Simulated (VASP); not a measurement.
A run of VASP 6.6.1 is set up as follows.

Contents of INCAR:

```
SYSTEM = Pt
ALGO     = Fast           ! electronic algorithm
EDIFF    = 1E-7           ! SCF threshold, eV
ENCUT    = 520            ! plane-wave cutoff, eV
GGA      = PE             ! functional
ISIF     = 2              ! what is computed and relaxed
ISMEAR   = 0              ! smearing method
LASPH    = .TRUE.         ! aspherical terms in the spheres
LCHARG   = .TRUE.         ! write CHGCAR
LELF     = .TRUE.         ! ELF
LREAL    = .FALSE.        ! projectors in reciprocal space
LVHAR    = .TRUE.       
LWAVE    = .FALSE.        ! write WAVECAR
NBANDS   = 11             ! bands
NELM     = 60             ! most SCF steps
PREC     = Accurate       ! precision mode
SIGMA    = 0.15           ! smearing width, eV
```

Contents of KPOINTS:

```
k-points
0
G
  20 20 20
  0 0 0
```

The input POSCAR:

```
Pt
1.0
    0.0000000000      1.9452654173      1.9452654173
    1.9452654173      0.0000000000      1.9452654173
    1.9452654173      1.9452654173      0.0000000000
Pt
1
Direct
    0.0000000000      0.0000000000      0.0000000000
```

Potentials or basis: VASP PAW PBE potentials, release 64 (Pt).

Run with:

```console
$ cat potpaw_PBE.64/Pt/POTCAR > POTCAR
$ mpirun -np 1 vasp_std > vasp.out
```

Question: Estimate the pressure.

Answer: 17.3 GPa.

Question: What does it give for the band gap on the k mesh?

Answer: Zero (bands 5 and 6 overlap by 2.34 eV).

Caveat: the cell stands under pressure; spin-orbit coupling is left out, which moves the levels of the heavy elements.
